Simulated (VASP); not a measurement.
Set up this calculation in VASP 6.6.1, as the native input.

| Quantity | Value |
| --- | --- |
| Task | single point |
| Functional | PBEsol |
| Potentials or basis | VASP PAW PBE potentials, release 64 (W_sv, S) |
| Cutoff | 520 eV |
| k mesh | 12 × 12 × 2 |
| Occupations | gaussian, width 0.05 eV |
| Spin | no spin polarisation |
| Dipole correction | no |
| Further INCAR settings | ALGO = Normal; EDIFF = 1e-06; NBANDS = 35 |

The structure of WS2 lies in POSCAR:

```
WS2
1.0
    3.0892743692      0.0000000000      0.0000000000
   -1.5446371846      2.6753900830      0.0000000000
    0.0000000000      0.0000000000     12.4667665245
W S
2 4
Direct
    0.3333333333      0.6666666667      0.2500000000
    0.6666666667      0.3333333333      0.7500000000
    0.3333333333      0.6666666667      0.6199879487
    0.6666666667      0.3333333333      0.1199879487
    0.3333333333      0.6666666667      0.8800120513
    0.6666666667      0.3333333333      0.3800120513
```

These files were run (other wordings do the same):

INCAR

```
SYSTEM = WS2
ALGO = Normal
EDIFF = 1E-6
ENCUT = 520
GGA = PS
ISIF = 2
ISMEAR = 0
LASPH = .TRUE.
LCHARG = .FALSE.
LREAL = .FALSE.
LWAVE = .FALSE.
NBANDS = 35
NELM = 80
PREC = Accurate
SIGMA = 0.05
```

KPOINTS

```
k-points
0
G
  12 12 2
  0 0 0
```

Potentials or basis: VASP PAW PBE potentials, release 64 (W_sv, S).

The run is started by

```console
$ cat potpaw_PBE.64/W_sv/POTCAR potpaw_PBE.64/S/POTCAR > POTCAR
$ mpirun -np 1 vasp_std > vasp.out
```

Results of the run:

```yaml
Pressure: 0.6 GPa
Largest_force: 0.643 eV/Å
Band_gap_on_the_k_mesh: 1.01 eV, indirect (least direct gap 2.19 eV)
```

Caveat: the PAW data sets were made with another functional, which shifts forces and pressure a little; spin-orbit coupling is left out, which moves the levels of the heavy elements; this functional lacks dispersion, which binds the layers, so the pressure and a relaxed spacing across them are unreliable.

It took 2.5 min on 1 thread of Intel Xeon 8259CL (shared host), peak memory 0.28 GiB.
